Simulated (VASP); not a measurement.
Set up this calculation in VASP 6.6.1, as the native input.

| Quantity | Value |
| --- | --- |
| Task | single point |
| Functional | PBE |
| Potentials or basis | VASP PAW PBE potentials, release 64 (W_sv, Se) |
| Cutoff | 520 eV |
| k mesh | 12 × 12 × 12 |
| Occupations | gaussian, width 0.1 eV |
| Spin | collinear spin |
| Starting moments | [0.5, 0.0] μB |
| Hubbard terms | W d U = 6.2 eV |
| Dipole correction | no |
| Further INCAR settings | ALGO = Normal; EDIFF = 1e-06; NBANDS = 21 |

The structure of WSe lies in POSCAR:

```
WSe
1.0
    3.5486714783      0.0000000000      0.0000000000
    0.0000000000      3.5486714783      0.0000000000
    0.0000000000      0.0000000000      3.5486714783
W Se
1 1
Direct
    0.0000000000      0.0000000000      0.0000000000
    0.5000000000      0.5000000000      0.5000000000
```

These files were run (other wordings do the same):

INCAR

```
SYSTEM = WSe
PREC = Accurate
ENCUT = 520
EDIFF = 1E-6
ISMEAR = 0
SIGMA = 0.1
LREAL = .FALSE.
LASPH = .TRUE.
NELM = 150
ALGO = Normal
ISIF = 2
LWAVE = .FALSE.
LCHARG = .TRUE.
ISPIN = 2
MAGMOM = 0.5 0
LORBIT = 11
LMAXMIX = 4
LDAU = .TRUE.
LDAUTYPE = 2
LDAUL = 2 -1
LDAUU = 6.2 0
LDAUJ = 0 0
LDAUPRINT = 1
GGA = PE
LELF = .TRUE.
LVHAR = .TRUE.
NBANDS = 21
```

KPOINTS

```
Automatic mesh
0
G
  12 12 12
  0 0 0
```

Potentials or basis: VASP PAW PBE potentials, release 64 (W_sv, Se).

Command:

```sh
$ cat potpaw_PBE.64/W_sv/POTCAR potpaw_PBE.64/Se/POTCAR > POTCAR
$ mpirun -np 1 vasp_std > vasp.out
```

Results of the run:

```json
{
 "Pressure": "-15.3 GPa",
 "Net moment": "2.63 μB per cell",
 "Site moments": "W +2.37; Se -0.24 μB",
 "Valence electrons inside the program's atomic spheres": "W 11.51; Se 3.70"
}
```

Caveat: the cell stands under tension.

It took 76 s on 1 thread of Intel(R) Xeon(R) 6975P-C (Granite Rapids), with other jobs on the host, peak memory 0.26 GiB.
